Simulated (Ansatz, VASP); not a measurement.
Al: VASP beside Ansatz

```xyz
1
Lattice="0.1138 2.0240 2.0240 2.1378 0.0000 2.1378 2.0240 2.0240 0.1138" Properties=species:S:1:pos:R:3 pbc="T T T"
Al    0.0000    0.0000    0.0000
```

Change from the starting cell: strain +0.1125 x Voigt [0, 0, 0, 0, 1, 0], atoms carried along.

Alike in both runs: task single point; functional PBEsol; k mesh 20 × 20 × 20; occupations gaussian, width 0.15 eV; no spin polarisation.

|  | VASP | Ansatz |
| --- | --- | --- |
| version | VASP 6.6.1 | Ansatz 0.2.0 |
| potentials or method | VASP PAW PBE potentials, release 64 (Al), cutoff 520 eV | scalar-relativistic, plane waves, PAW |
| valence electrons in the cell | 3 | 3 |

VASP gave:

| Quantity | Value |
| --- | --- |
| gap on the k mesh at the Fermi level (eV) | none |
| pressure (GPa) | -0.6 |
| traceless stress, the component that is largest in VASP (GPa) | -4.32 |

**Question.** Estimate Ansatz's values.

**Answer.** gap on the k mesh at the Fermi level (eV): none; pressure (GPa): -0.7; traceless stress, the component that is largest in VASP (GPa): -4.29.

VASP's potentials were made for PBE, not for PBEsol. A gap of «none» marks a metal or a gap that the smearing closes. The functional is the same, so the differences come from potentials, cutoffs and numerics.
